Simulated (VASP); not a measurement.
As, 2 atoms in the cell. Symmetry: P6_3/mmc, No. 194, hexagonal system. The conventional cell has a = 3.120 Å, b = 3.120 Å, c = 5.095 Å, α = 90.00°, β = 90.00°, γ = 120.00°. As (site symmetry -6m2) has 12 As at 3.12 Å within 4.1 Å. 

* Program: VASP 6.6.1
* Task: relaxation of cell and atoms
* Functional: PBEsol
* Potentials or basis: VASP PAW PBE potentials, release 64 (As)
* Cutoff: 600 eV
* k mesh: 8 × 8 × 5
* Occupations: fermi-dirac, width 0.1 eV
* Spin: no spin polarisation
* Target pressure: 20 GPa
* Dipole correction: no
* Further INCAR settings: ALGO = Normal; EDIFF = 1e-06; IBRION = 2; EDIFFG = -0.01; NSW = 80; ISIF = 3

Potentials or basis: VASP PAW PBE potentials, release 64 (As).

Run with:

```console
$ cat potpaw_PBE.64/As/POTCAR > POTCAR
$ mpirun -np 1 vasp_std > vasp.out
```

Hardware: 1 thread of Intel(R) Xeon(R) Platinum 8488C (Sapphire Rapids), with other jobs on the host.

How long does it take, and how much memory?

Run time: 62 s on 1 thread of Intel(R) Xeon(R) Platinum 8488C (Sapphire Rapids) (shared host), peak memory 0.18 GiB. Counts: scf iterations 42, k points 30, ion steps 7.
